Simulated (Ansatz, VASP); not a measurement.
Ti in VASP and in Ansatz

INCAR

```
PREC = Accurate
ENCUT = 520
EDIFF = 1E-6
ISMEAR = -1
SIGMA = 0.1
LREAL = F
LASPH = T
NELM = 100
ALGO = Normal
ISIF = 2
LWAVE = F
LCHARG = F
GGA = B5
ALDAX = 1.0
AGGAX = 1.0
AGGAC = 1.0
ALDAC = 0.0
NBANDS = 19
```

File KPOINTS:

```
regular mesh
0
Gamma
  20 20 11
```

File POSCAR:

```
Ti
1.0
    3.0388951858      0.0000000000      0.0000000000
   -1.5194475929      2.6317604303      0.0000000000
    0.0000000000      0.0000000000      4.8120099089
Ti
2
Direct
    0.3333333333      0.6666666667      0.2500000000
    0.6666666667      0.3333333333      0.7500000000
```

Input for Ansatz:

```yaml
crystal:
  lattice:
    - [3.0388951858, 0.0, 0.0]
    - [-1.5194475929, 2.6317604303, 0.0]
    - [0.0, 0.0, 4.8120099089]
  atoms:
    - { symbol: Ti, position: [0.3333333333, 0.6666666667, 0.25] }
    - { symbol: Ti, position: [0.6666666667, 0.3333333333, 0.75] }
hamiltonian:
  xc: blyp
  pseudopotentials:
    kind: paw
    azcp:
      Ti: "pseudopotentials/Ti.paw.azcp"
basis:
  ecutwfc: 420
  fft_grid_basis: typed
kpoints:
  mp_grid: { grid: [20, 20, 11], shift: [0, 0, 0] }
magnetization:
  spin_polarized: false
scf:
  occupations: { method: fermi_dirac, width: 0.1 }
output:
  stress: true
```

Alike in both runs: task single point; functional BLYP; k mesh 20 × 20 × 11; occupations fermi-dirac, width 0.1 eV; no spin polarisation.

|  | VASP | Ansatz |
| --- | --- | --- |
| version | VASP 6.6.1 | Ansatz 0.2.0 |
| potentials or method | VASP PAW PBE potentials, release 64 (Ti_sv), cutoff 520 eV | plane waves (420 eV) with PAW, scalar-relativistic |
| valence electrons in the cell | 24 | 24 |

Ansatz gave:

* pressure (GPa): -7.0
* traceless stress, the component that is largest in VASP (GPa): -0.16

What did VASP give for the same quantities?

Pressure (GPa): -6.9; traceless stress, the component that is largest in VASP (GPa): -0.15.

VASP's potentials were made for PBE, not for BLYP. With one functional, cell and mesh, what is left measures potentials, basis and numerics.
